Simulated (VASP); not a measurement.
# BN (P6_3mc) in VASP: relaxation of cell and atoms with LDA

Aim: the relaxation of cell and atoms of BN with LDA.

Everything below comes from runs of VASP 6.6.1. Logs are shortened: lines on timing, memory, paths and dates and some standing lists are left out, and cuts for length are marked.

## (1) The cell of the first run

Symmetry: P6_3mc, No. 186, hexagonal system. Conventional cell: a = 2.523 Å, b = 2.523 Å, c = 4.176 Å, α = 90.00°, β = 90.00°, γ = 120.00°. Within 2.1 Å of B (site symmetry 3m) lie 4 N at 1.55 to 1.56 Å. N (site symmetry 3m) has 4 B at 1.55 to 1.56 Å within 2.1 Å.

## (2) Relaxation of cell and atoms, LDA

INCAR reads:

```
SYSTEM = BN
ALGO = Normal
EDIFF = 1E-6
EDIFFG = -0.005
ENCUT = 600
IBRION = 2
ISIF = 3
ISMEAR = 0
LASPH = .True.
LCHARG = .False.
LREAL = .False.
LWAVE = .False.
NELM = 80
NSW = 100
PREC = Accurate
SIGMA = 0.02
```

KPOINTS reads:

```
k-points
0
Gamma
  12 12 6
  0 0 0
```

POSCAR reads:

```
BN
1.0
    2.5233072289      0.0000000000      0.0000000000
   -1.2616536145      2.1852481618      0.0000000000
    0.0000000000      0.0000000000      4.1764355422
B N
2 2
Direct
    0.6666666667      0.3333333333      0.9996930432
    0.3333333333      0.6666666667      0.4996930432
    0.6666666667      0.3333333333      0.6253069568
    0.3333333333      0.6666666667      0.1253069568
```

Potentials or basis: VASP PAW LDA potentials, release 64 (B, N).

Launch:

```sh
> cat potpaw_LDA.64/B/POTCAR potpaw_LDA.64/N/POTCAR > POTCAR
> mpirun -np 1 vasp_std > vasp.out
```

OUTCAR:

```text
SYSTEM = BN
   EDIFF = 1E-6
   EDIFFG = -0.005
   ENCUT = 600
   IBRION = 2
   ISIF = 3
   ISMEAR = 0
   LASPH = .True.
   LREAL = .False.
   NELM = 80
   NSW = 100
   PREC = Accurate

 ion  position               nearest neighbor table
   1  0.667  0.333  1.000-   4 1.55   4 1.55   4 1.55   3 1.56
   2  0.333  0.667  0.500-   3 1.55   3 1.55   3 1.55   4 1.56
   3  0.667  0.333  0.625-   2 1.55   2 1.55   2 1.55   1 1.56
   4  0.333  0.667  0.125-   1 1.55   1 1.55   1 1.55   2 1.56

  LATTYP: Found a hexagonal cell.
 ALAT       =     2.5233072289
 C/A-ratio  =     1.6551434936

  Lattice vectors:

 A1 = (   2.5233072289,   0.0000000000,   0.0000000000)
 A2 = (  -1.2616536145,   2.1852481618,   0.0000000000)
 A3 = (   0.0000000000,   0.0000000000,   4.1764355422)

Analysis of symmetry for initial positions (statically):
=====================================================================
 Subroutine PRICEL returns:
 Original cell was already a primitive cell.

 Routine SETGRP: Setting up the symmetry group for a
 hexagonal supercell.

 Subroutine GETGRP returns: Found 12 space group operations
 (whereof  6 operations were pure point group operations)
 out of a pool of 24 trial point group operations.

The static configuration has the point symmetry C_3v.
 The point group associated with its full space group is C_6v.

Analysis of symmetry for dynamics (positions and initial velocities):
=====================================================================
 Subroutine PRICEL returns:
 Original cell was already a primitive cell.

 Routine SETGRP: Setting up the symmetry group for a
 hexagonal supercell.

 Subroutine GETGRP returns: Found 12 space group operations
 (whereof  6 operations were pure point group operations)
 out of a pool of 24 trial point group operations.

The dynamic configuration has the point symmetry C_3v.
 The point group associated with its full space group is C_6v.

 Subroutine INISYM returns: Found 12 space group operations
 (whereof  6 operations are pure point group operations),
 and found     1 'primitive' translations

----------------------------------------------------------------------------------------

                                     Primitive cell

  volume of cell :      23.0291

  direct lattice vectors                    reciprocal lattice vectors
     2.523307229  0.000000000  0.000000000     0.396305289  0.228806965  0.000000000
    -1.261653614  2.185248162  0.000000000     0.000000000  0.457613930  0.000000000
     0.000000000  0.000000000  4.176435542     0.000000000  0.000000000  0.239438629

  length of vectors
     2.523307229  2.523307229  4.176435542     0.457613930  0.457613930  0.239438629

  position of ions in fractional coordinates (direct lattice)
     0.666666667  0.333333333  0.999693043
     0.333333333  0.666666667  0.499693043
     0.666666667  0.333333333  0.625306957
     0.333333333  0.666666667  0.125306957

  ion indices of the primitive-cell ions
   primitive index   ion index
                 1           1
                 2           2
                 3           3
                 4           4

----------------------------------------------------------------------------------------

 KPOINTS: k-points

Automatic generation of k-mesh.
 Grid dimensions read from file:
 generate k-points for:   12   12    6

 Generating k-lattice:

  Cartesian coordinates                     Fractional coordinates (reciprocal lattice)
     0.033025441  0.019067247  0.000000000     0.083333333  0.000000000  0.000000000
     0.000000000  0.038134494  0.000000000     0.000000000  0.083333333  0.000000000
     0.000000000  0.000000000  0.039906438     0.000000000  0.000000000  0.166666667

  Length of vectors
     0.038134494  0.038134494  0.039906438

  Shift w.r.t. Gamma in fractional coordinates (k-lattice)
     0.000000000  0.000000000  0.000000000

 Subroutine IBZKPT returns following result:
 ===========================================

 Found     76 irreducible k-points:

 Following reciprocal coordinates:
            Coordinates               Weight
  0.000000  0.000000  0.000000      1.000000
  0.083333  0.000000  0.000000      6.000000
  0.166667  0.000000  0.000000      6.000000
  0.250000  0.000000  0.000000      6.000000
  0.333333  0.000000  0.000000      6.000000
  0.416667  0.000000  0.000000      6.000000
[... 16 lines left out ...]
  0.250000  0.000000  0.166667     12.000000
  0.333333  0.000000  0.166667     12.000000
 [... further k-points ...]
   k-points           NKPTS =     76   k-points in BZ     NKDIM =     76   number of bands    NBANDS=     12
   number of dos      NEDOS =    301   number of ions     NIONS =      4
   total plane-waves  NPLWV =  14400
   dimension x,y,z NGX =    20 NGY =   20 NGZ =   36
   dimension x,y,z NGXF=    40 NGYF=   40 NGZF=   72
   ions per type =               2   2
   NGX,Y,Z   is equivalent  to a cutoff of  13.18, 13.18, 14.33 a.u.
   NGXF,Y,Z  is equivalent  to a cutoff of  26.35, 26.35, 28.66 a.u.
 SYSTEM =  BN
   PREC   = accura    normal or accurate (medium, high low for compatibility)
   ISTART =      0    job   : 0-new  1-cont  2-samecut
   ICHARG =      2    charge: 1-file 2-atom 10-const
   ISPIN  =      1    spin polarized calculation?
   LNONCOLLINEAR =      F non collinear calculations
   LSORBIT =      F    spin-orbit coupling
   LASPH  =      T    aspherical Exc in radial PAW
   ENCUT  =  600.0 eV  44.10 Ry    6.64 a.u.   5.04  5.04  8.34*2*pi/ulx,y,z
   NELM   =     80;   NELMIN=  2; NELMDL= -5     # of ELM steps
   EDIFF  = 0.1E-05   stopping-criterion for ELM
   LREAL  =      F    real-space projection
   EDIFFG = -.5E-02   stopping-criterion for IOM
   NSW    =    100    number of steps for IOM
   IBRION =      2    ionic relax: 0-MD 1-quasi-New 2-CG
   NFREE  =      1    steps in history (QN), initial steepest desc. (CG)
   ISIF   =      3    stress and relaxation
   ISYM   =      2    0-nonsym 1-usesym 2-fastsym
   POTIM  = 0.5000    time-step for ionic-motion
   TEBEG  =    0.0;   TEEND  =   0.0 temperature during run
   PSTRESS=    0.0 pullay stress
   NELECT =      16.0000    total number of electrons
   NUPDOWN=      -1.0000    fix difference up-down
   EMIN   =  10.00;   EMAX   =-10.00  energy-range for DOS
   EFERMI =   0.00;   METHOD = LEGACY
   ISMEAR =     0;   SIGMA  =   0.02  broadening in eV -4-tet -1-fermi 0-gaus
   EFERMI_NEDOS =   21; number of points for ismear=-14 and -15
   IALGO  =     38    algorithm
   IMIX   =      4    mixing-type and parameters
     AMIX     =   0.40;   BMIX     =  1.00
     AMIX_MAG =   1.60;   BMIX_MAG =  1.00
  volume/ion in A,a.u.               =       5.76        38.85
  Fermi-wavevector in a.u.,A,eV,Ry     =   1.449960  2.740027 28.604659  2.102383
  Thomas-Fermi vector in A             =   2.567627
   LORBIT       =      0    0 simple, 1 ext, 2 COOP (PROOUT), +10 PAW based schemes
   GGA     = CA    functional components
   LHFCALC =     F    Hartree Fock is set to
   AEXX    =    0.0000 exact exchange contribution
   IVDW    =     0    specifies the selected vdW correction
   LEPSILON=     F    determine dielectric tensor
   LRPA    =     F    only Hartree local field effects (RPA)
 conjugate gradient relaxation of ions
 non-spin polarized calculation
 Gauss-broadening in eV      SIGMA  =   0.02
  energy-cutoff  :      600.00
  volume of cell :       23.03
 maximum number of plane-waves:       780
   NGX = 11   NGY = 11   NGZ = 17

--------------------------------------- Ionic step        1  -------------------------------------------

 number of electron      16.0000002 magnetization

 Free energy of the ion-electron system (eV)
  ---------------------------------------------------
  ext. energy  EPLUGINS =         0.00000000
  ---------------------------------------------------
  free energy    TOTEN  =       -38.76056418 eV

  energy without entropy =      -38.76056418  energy(sigma->0) =      -38.76056418

------------------------ aborting loop because EDIFF is reached ----------------------------------------

  FORCE on cell =-STRESS in cart. coord.  units (eV):
  Direction    XX          YY          ZZ          XY          YZ          ZX
  --------------------------------------------------------------------------------------
  -------------------------------------------------------------------------------------
  Total        0.0952485      0.0952485      0.0526469     -0.0000000      0.0000000      0.0000000
  in kB        6.6266227      6.6266227      3.6627444     -0.0000000      0.0000000      0.0000000
  external PRESSURE =       5.6386633 kB  Pullay stress =       0.0000000 kB
[... 61 lines left out ...]
  energy  without entropy=      -38.7605546333  energy(sigma->0) =      -38.76055463

--------------------------------------- Ionic step        3  -------------------------------------------

 number of electron      16.0000002 magnetization

 Free energy of the ion-electron system (eV)
  ---------------------------------------------------
  ext. energy  EPLUGINS =         0.00000000
  ---------------------------------------------------
  free energy    TOTEN  =       -38.76062481 eV

  energy without entropy =      -38.76062481  energy(sigma->0) =      -38.76062481

 E-fermi :   8.0002     XC(G=0): -13.2131

 val. band max:        7.8615095076   @ k =   0.0000   0.0000   0.0000
 cond. band min:      12.7670116696   @ k =   0.3333   0.3333   0.0000
 fundamental gap:      4.9055021620
 Fermi energy:         8.0001933915

 k-point     1 :       0.0000    0.0000    0.0000
  band No.  band energies     occupation
      1     -12.6710      2.00000
      2      -8.3434      2.00000
      3      -3.3243      2.00000
      4       5.6770      2.00000
      5       5.6770      2.00000
      6       7.5642      2.00000
      7       7.8615      2.00000
      8       7.8615      2.00000
      9      16.1945      0.00000
     10      16.1945      0.00000
     11      16.4767      0.00000
     12      17.7690      0.00000
[... 331 lines left out ...]
 k-point    24 :       0.3333    0.0000    0.1667
  band No.  band energies     occupation
      1     -10.1558      2.00000
      2      -7.2655      2.00000
      3      -1.1401      2.00000
      4       0.3376      2.00000
      5       1.8284      2.00000
      6       3.4380      2.00000
      7       5.2785      2.00000
      8       5.8989      2.00000
      9      14.7326      0.00000
     10      16.1740      0.00000
     11      18.7916      0.00000
     12      18.9767      0.00000

 [... further k-points ...]
[... 5 lines left out ...]
  --------------------------------------------------------------------------------------
  -------------------------------------------------------------------------------------
  Total        0.0015035      0.0015035     -0.0053887     -0.0000000     -0.0000000      0.0000000
  in kB        0.1044564      0.1044564     -0.3743748     -0.0000000     -0.0000000      0.0000000
  external PRESSURE =      -0.0551540 kB  Pullay stress =       0.0000000 kB
[... 19 lines left out ...]
  FREE ENERGIE OF THE ION-ELECTRON SYSTEM (eV)
  ---------------------------------------------------
  free  energy   TOTEN  =       -38.7606248106 eV

  energy  without entropy=      -38.7606248106  energy(sigma->0) =      -38.76062481

 reached required accuracy - stopping structural energy minimisation
```

Wall time 15 s (1 thread of Intel Xeon 6975P-C (Granite Rapids), shared host); peak memory 0.14 GiB.

What came out:

```
Free energy                           : -38.7606 eV
Relaxed volume                        : 5.77 Å³/atom
Relaxed cell                          : a = 2.525 Å, b = 2.525 Å, c = 4.178 Å, α = 90.00°, β = 90.00°, γ = 120.00°
Space group after relaxing (to 0.1 Å) : P6_3mc (No. 186)
Energy gained by relaxing             : 0.0 meV/atom
Ionic steps                           : 3
Pressure after relaxing               : 0.0 GPa
Band gap on the k mesh                : 4.91 eV (least direct gap 8.27 eV)
```

Forces in eV/Å, atoms in the order of the input:
```
B    0.000  0.000  0.002
B    0.000  0.000  0.002
N    0.000  0.000 -0.002
N    0.000  0.000 -0.002
```

Final structure:
```
CELL_PARAMETERS angstrom
2.52470 0.00000 0.00000
-1.26235 2.18645 0.00000
0.00000 0.00000 4.17771
ATOMIC_POSITIONS crystal
B 0.66667 0.33333 0.99969
B 0.33333 0.66667 0.49969
N 0.66667 0.33333 0.62531
N 0.33333 0.66667 0.12531
```

A k mesh can miss the band edges.
